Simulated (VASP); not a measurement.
Input of a VASP 6.6.1 run:

File INCAR:

```
  ALGO = Fast
  EDIFF = 1E-6
  ENCUT = 520
  GGA = PE
  ISIF = 2
  ISMEAR = 0
  LASPH = T
  LCHARG = F
  LREAL = F
  LWAVE = F
  NBANDS = 12
  NELM = 80
  PREC = Accurate
  SIGMA = 0.15
```

KPOINTS

```
k-points
0
Gamma
  22 22 22
```

The input POSCAR:

```
Cu
1.0
   -1.5469500000      1.5469500000      1.3129000000
    1.5469500000     -1.5469500000      1.3129000000
    1.5469500000      1.5469500000     -1.3129000000
Cu
1
Direct
    0.0000000000      0.0000000000      0.0000000000
```

Potentials or basis: VASP PAW PBE potentials, release 64 (Cu).

Command:

```sh
$ cat potpaw_PBE.64/Cu/POTCAR > POTCAR
$ mpirun -np 1 vasp_std > vasp.out
```

Estimate the pressure.

-4.3 GPa.

Stress tensor (GPa, compression positive):
```
-5.28  0.00  0.00
 0.00 -5.28  0.00
 0.00  0.00 -2.22
```
